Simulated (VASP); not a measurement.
# Zn: relaxation of cell and atoms with LDA

Crystal: Zn.

```
Zn
1.0
     2.67000    0.00000    0.00000
    -1.33500    2.31229    0.00000
     0.00000    0.00000    4.96600
Zn
2
Direct
  0.33333 0.66667 0.25000
  0.66667 0.33333 0.75000
```

```yaml
Program: VASP 6.6.1
Task: relaxation of cell and atoms
Functional: LDA
Potentials_or_basis: VASP PAW LDA potentials, release 64 (Zn)
Cutoff: 600 eV
k_mesh: 19 × 19 × 9
Occupations: methfessel-paxton, width 0.1 eV
Spin: no spin polarisation
Dipole_correction: no
Further_INCAR_settings: ALGO = Normal; EDIFF = 1e-06; IBRION = 2; EDIFFG = -0.03; NSW = 80; ISIF = 3
```

```yaml
Relaxed_volume: 13.56 Å³/atom
Relaxed_cell: a = 2.583 Å, b = 2.583 Å, c = 4.694 Å, α = 90.00°, β = 90.00°, γ = 120.00°
Space_group_after_relaxing_to_0.05_Å: P6_3/mmc (No. 194)
Energy_gained_by_relaxing: 53.0 meV/atom
Ionic_steps: 8
Pressure_after_relaxing: 0.1 GPa
Band_gap_on_the_k_mesh: zero (band 12 reaches 5.54 eV, above the bottom of band 13 at 1.03 eV)
```

Stress tensor (GPa, compression positive):
```
 0.21  0.00  0.00
 0.00  0.21  0.00
 0.00  0.00 -0.21
```

The path:
```csv
step,energy change (eV),largest force (eV/Å),pressure (GPa),volume (Å³)
1,0.0000,0.0000,-8.88,30.66
2,-0.0972,0.0000,1.20,27.04
3,-0.1003,0.0000,0.14,27.44
4,-0.1004,0.0000,-0.22,27.54
5,-0.1023,0.0000,-0.18,27.44
6,-0.1052,0.0000,-0.04,27.23
7,-0.1011,0.0000,0.93,26.78
8,-0.1059,0.0000,0.07,27.12
```

Final structure:
```cif
data_structure
_symmetry_space_group_name_H-M 'P 1'
_symmetry_Int_Tables_number 1
_cell_length_a 2.5830
_cell_length_b 2.5830
_cell_length_c 4.6940
_cell_angle_alpha 90.000
_cell_angle_beta 90.000
_cell_angle_gamma 120.000
_cell_volume 27.12
loop_
_atom_site_label
_atom_site_type_symbol
_atom_site_fract_x
_atom_site_fract_y
_atom_site_fract_z
_atom_site_occupancy
Zn1 Zn 0.33333 0.66667 0.25000 1
Zn2 Zn 0.66667 0.33333 0.75000 1
```

Levels at points of the mesh, in eV from the Fermi level:
| k point | band 10 | band 11 | band 12 | band 13 | band 14 | band 15 |
| --- | --- | --- | --- | --- | --- | --- |
| (0.00, 0.00, 0.00) | -7.42 | -7.42 | -4.16 | -2.80 | 15.32 | 18.30 |

It took 2.6 min on 1 thread of Intel(R) Xeon(R) 6975P-C (Granite Rapids), on a shared host, peak memory 0.23 GiB.

Caveat: the volume moved by -12 % from the deposited cell, more than functionals usually miss. LDA usually gives volumes a few per cent too small.
